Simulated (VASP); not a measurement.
Input of a VASP 6.6.1 run:

INCAR

```
SYSTEM = In
ALGO = Normal ; EDIFF = 1E-6
ENCUT = 400 ; GGA = PE
GGA_COMPAT = .FALSE. ; ISIF = 2
ISMEAR = 0 ; LASPH = .TRUE.
LCHARG = .TRUE. ; LELF = .TRUE.
LREAL = .FALSE. ; LVHAR = .TRUE.
LWAVE = .FALSE. ; NBANDS = 12
NELM = 120 ; PREC = Accurate
SIGMA = 0.1
```

Contents of KPOINTS:

```
k-points
0
G
  8 8 8
  0 0 0
```

The input POSCAR:

```
In
1.0
    3.9540772400      0.0000000000      0.0000000000
    0.0000000000      3.9540772400      0.0000000000
    0.0000000000      0.0000000000      3.9540772400
In
1
Direct
    0.0000000000      0.0000000000      0.0000000000
```

Potentials or basis: VASP PAW PBE potentials, release 64 (In_d).

The run is started by

```sh
$ cat potpaw_PBE.64/In_d/POTCAR > POTCAR
$ mpirun -np 1 vasp_std > vasp.out
```

Problem. Estimate the pressure.

Solution. -3.6 GPa.
